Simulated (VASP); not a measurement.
Write the native input for VASP 6.6.1 that does the following.

```yaml
Task: relaxation of cell and atoms
Functional: PBE
Potentials_or_basis: VASP PAW PBE potentials, release 64 (Si, N, F)
Cutoff: 600 eV
k_mesh: 12 × 12 × 6
Occupations: gaussian, width 0.1 eV
Spin: no spin polarisation
Dipole_correction: no
Further_INCAR_settings: ALGO = Normal; EDIFF = 1e-06; IBRION = 2; EDIFFG = -0.01; NSW = 100; ISIF = 3
```

The structure of Si2NF2 lies in POSCAR:

```
Si2NF2
1.0
    3.2024427395      0.0000000000      0.0000000000
   -1.6012213698      2.7733967666      0.0000000000
    0.0000000000      0.0000000000      7.8094435114
Si N F
2 1 2
Direct
    0.3333333333      0.6666666667      0.3457524601
    0.6666666667      0.3333333333      0.6542475399
    0.0000000000      0.0000000000      0.5000000000
    0.3333333333      0.6666666667      0.7956427381
    0.6666666667      0.3333333333      0.2043572619
```

The cell was generated, and may not be a known phase.

These files were run (other wordings do the same):

INCAR

```
SYSTEM = Si2NF2
PREC = Accurate
ENCUT = 600
EDIFF = 1E-6
ISMEAR = 0
SIGMA = 0.1
LREAL = .False.
LASPH = .True.
NELM = 80
ALGO = Normal
ISIF = 3
LWAVE = .False.
LCHARG = .False.
GGA = PE
IBRION = 2
NSW = 100
EDIFFG = -0.01
```

KPOINTS

```
Automatic mesh
0
Gamma
  12 12 6
  0 0 0
```

Potentials or basis: VASP PAW PBE potentials, release 64 (Si, N, F).

Command:

```bash
$ cat potpaw_PBE.64/Si/POTCAR potpaw_PBE.64/N/POTCAR potpaw_PBE.64/F/POTCAR > POTCAR
$ mpirun -np 1 vasp_std > vasp.out
```

Results of the run:

```json
{
 "Relaxed volume": "13.81 Å³/atom",
 "Relaxed cell": "a = 3.208 Å, b = 3.208 Å, c = 7.748 Å, α = 90.00°, β = 90.00°, γ = 120.00°",
 "Space group after relaxing (to 0.1 Å)": "P-3m1 (No. 164)",
 "Energy gained by relaxing": "0.3 meV/atom",
 "Ionic steps": "9",
 "Pressure after relaxing": "0.0 GPa",
 "Largest force after relaxing": "0.010 eV/Å",
 "Band gap on the k mesh": "zero (an odd number of electrons rules out a gap without spin polarisation)"
}
```

Caveat: this functional lacks dispersion, which binds layers or chains, so the pressure and a relaxed spacing across them are unreliable; an odd number of electrons without spin polarisation forces a metal; a magnetic or distorted state may lie lower.

Run time: 4.4 min on 1 thread of AMD EPYC 9R45 96-Core Processor (Zen 5) (shared host), peak memory 0.28 GiB.
